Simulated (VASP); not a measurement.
A run of VASP 6.6.1:

The input INCAR:

```
PREC = Accurate
ENCUT = 520
EDIFF = 1E-8
ISMEAR = -1
SIGMA = 0.02
LREAL = F
LASPH = T
NELM = 60
ALGO = Normal
ISIF = 2
LWAVE = F
LCHARG = F
GGA = PE
LEFG = T
NBANDS = 51
```

KPOINTS

```
Automatic mesh
0
Gamma
  8 8 8
```

The input POSCAR:

```
SrTiO3
1.0
   -2.7555000000      2.7555000000      3.8980000000
    2.7555000000     -2.7555000000      3.8980000000
    2.7555000000      2.7555000000     -3.8980000000
Sr Ti O
2 2 6
Direct
    0.7500000000      0.2500000000      0.5000000000
    0.2500000000      0.7500000000      0.5000000000
    0.0000000000      0.0000000000      0.0000000000
    0.5000000000      0.5000000000      0.0000000000
    0.2500000000      0.2500000000      0.0000000000
    0.7500000000      0.7500000000      0.0000000000
    0.7451000000      0.2451000000      0.9902000000
    0.2451000000      0.2549000000      0.5000000000
    0.2549000000      0.7549000000      0.0098000000
    0.7549000000      0.7451000000      0.5000000000
```

Potentials or basis: VASP PAW PBE potentials, release 64 (Sr_sv, Ti_sv, O).

Run with:

```bash
$ cat potpaw_PBE.64/Sr_sv/POTCAR potpaw_PBE.64/Ti_sv/POTCAR potpaw_PBE.64/O/POTCAR > POTCAR
$ mpirun -np 1 vasp_std > vasp.out
```

Hardware: 1 thread of Intel(R) Xeon(R) Platinum 8375C CPU @ 2.90GHz (Ice Lake) (shared host).

How long does it take, and how much memory?

Wall time 7.8 min on 1 thread of Intel(R) Xeon(R) Platinum 8375C CPU @ 2.90GHz (Ice Lake), with other jobs on the host, peak memory 0.45 GiB. Counts: scf iterations 22, k points 59.
